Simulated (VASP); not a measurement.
**SnO2: single point with LDA**

The system is SnO2.

```
CELL_PARAMETERS angstrom
4.72127 0.00000 0.00000
0.00000 4.72425 0.00000
0.00000 0.00000 3.19002
ATOMIC_POSITIONS crystal
Sn 0.50000 0.50000 0.50000
Sn 0.00000 0.00000 0.00000
O 0.32054 0.29160 0.00000
O 0.82054 0.20840 0.50000
O 0.17946 0.79160 0.50000
O 0.67946 0.70840 0.00000
```

This cell differs from its parent crystal: atoms displaced along a vibrational mode.

```json
{"Program": "VASP 6.6.1", "Task": "single point", "Functional": "LDA", "Potentials or basis": "VASP PAW LDA potentials, release 64 (Sn_d, O)", "Cutoff": "520 eV", "k mesh": "6 × 6 × 8", "Occupations": "gaussian, width 0.05 eV", "Spin": "no spin polarisation"}
```

| Quantity | Value |
| --- | --- |
| Pressure | 0.6 GPa |
| Largest force | 0.063 eV/Å |
| Band gap on the k mesh | 1.26 eV |

Forces in eV/Å, atoms in the order of the input:
```
Sn   0.000  0.000  0.000
Sn   0.000  0.000  0.000
O   -0.041  0.048  0.000
O   -0.041 -0.048  0.000
O    0.041  0.048  0.000
O    0.041 -0.048  0.000
```

Stress tensor (GPa, compression positive):
```
 1.00  0.00  0.00
 0.00 -0.14  0.00
 0.00  0.00  0.89
```

Levels at points of the mesh, in eV from the valence-band top:
| k point | band 23 | band 24 | band 25 | band 26 | band 27 | band 28 | band 29 | band 30 |
| --- | --- | --- | --- | --- | --- | --- | --- | --- |
| (0.00, 0.00, 0.00) | -1.16 | -0.76 | -0.69 | 0.00 | 1.26 | 5.99 | 6.12 | 6.18 |
| (0.50, 0.00, 0.00) | -1.17 | -1.17 | -0.66 | -0.66 | 4.47 | 4.47 | 7.14 | 7.14 |
| (0.00, 0.50, 0.00) | -1.17 | -1.17 | -0.49 | -0.49 | 4.30 | 4.30 | 6.64 | 6.64 |
| (0.50, 0.50, 0.00) | -1.30 | -1.30 | -0.83 | -0.83 | 4.79 | 4.79 | 7.35 | 7.35 |
| (0.00, 0.00, 0.50) | -1.67 | -1.67 | -1.18 | -1.18 | 6.09 | 6.09 | 9.56 | 9.56 |
| (0.50, 0.00, 0.50) | -1.16 | -1.16 | -0.60 | -0.60 | 6.32 | 6.32 | 7.83 | 7.83 |
| (0.00, 0.50, 0.50) | -1.00 | -1.00 | -0.74 | -0.74 | 6.41 | 6.41 | 8.03 | 8.03 |
| (0.50, 0.50, 0.50) | -0.94 | -0.94 | -0.76 | -0.76 | 4.76 | 4.76 | 8.71 | 8.71 |

It took 86 s on 1 thread of AMD EPYC 9R45 96-Core Processor (Zen 5), on a shared host, peak memory 0.23 GiB.

Caveat: the cell differs from its parent crystal (atoms displaced along a vibrational mode); spin-orbit coupling is left out, which moves the levels of the heavy elements.
